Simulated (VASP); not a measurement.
Ag: single point with RPBE

The system is Ag.

```
Ag
1.0
     0.00000    2.04275    2.04275
     2.04275    0.00000    2.04275
     2.04275    2.04275    0.00000
Ag
1
Direct
  0.00000 0.00000 0.00000
```

```json
{"Program": "VASP 6.6.1", "Task": "single point", "Functional": "RPBE", "Potentials or basis": "VASP PAW PBE potentials, release 64 (Ag)", "Cutoff": "520 eV", "k mesh": "11 × 11 × 11", "Occupations": "fermi-dirac, width 0.05 eV", "Spin": "no spin polarisation"}
```

```
Pressure : 8.4 GPa
```

Levels at points of the mesh, in eV from the Fermi level:
| k point | band 2 | band 3 | band 4 | band 5 | band 6 | band 7 | band 8 | band 9 | band 10 | band 11 |
| --- | --- | --- | --- | --- | --- | --- | --- | --- | --- | --- |
| (0.00, 0.00, 0.00) | -5.10 | -5.10 | -5.10 | -4.07 | -4.07 | 15.74 | 19.36 | 19.36 | 19.36 | 24.10 |

It took 6 s on 1 thread of AMD EPYC 9R45 96-Core Processor (Zen 5), with other jobs on the host, peak memory 0.11 GiB.

Caveat: the PAW data sets were made with another functional, which shifts forces and pressure a little.
